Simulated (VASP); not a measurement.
Input of a VASP 6.6.1 run:

The input POSCAR:

```
Mo
1.0
    2.6534450853      0.0000000000      0.0000000000
   -1.3267225426      2.2979508514      0.0000000000
    0.0000000000      0.0000000000      2.5551807000
Mo
1
Direct
    0.0000000000      0.0000000000      0.5000000000
```

INCAR.step1

```
PREC = Accurate ; ENCUT = 520
ISMEAR = 0 ; SIGMA = 0.15
LREAL = F ; LASPH = T
NELM = 80 ; NBANDS = 13
GGA = PE ; ALGO = Normal
EDIFF = 1E-4 ; LWAVE = T
LCHARG = F
```

The input INCAR.step2:

```
PREC = Accurate ; ENCUT = 520
EDIFF = 1E-6 ; ISMEAR = 0
SIGMA = 0.15 ; LREAL = F
LASPH = T ; NELM = 80
ALGO = Normal ; ISIF = 2
LWAVE = F ; LCHARG = T
METAGGA = R2SCAN ; LMIXTAU = T
LELF = T ; LVHAR = T
NBANDS = 13 ; ISTART = 1
```

KPOINTS

```
Automatic mesh
0
Gamma
  18 18 18
```

Potentials or basis: VASP PAW PBE potentials, release 64 (Mo_sv).

Run with:

```bash
$ cat potpaw_PBE.64/Mo_sv/POTCAR > POTCAR
$ cp INCAR.step1 INCAR
$ mpirun -np 1 vasp_std > vasp.out
$ cp INCAR.step2 INCAR
$ mpirun -np 1 vasp_std > vasp.out
```

**Question.** Estimate the pressure.

**Answer.** 17.7 GPa.

**Question.** Predict the band gap on the k mesh.

**Answer.** Zero (band 7 reaches 13.47 eV, above the bottom of band 8 at 11.50 eV).

Stress tensor (GPa, compression positive):
```
24.39  0.00  0.00
 0.00 24.39  0.00
 0.00  0.00  4.24
```

Caveat: the cell differs from its parent crystal (strain -0.030 along x and y, +0.000 along z); the PAW data sets were made with another functional, which shifts forces and pressure a little.
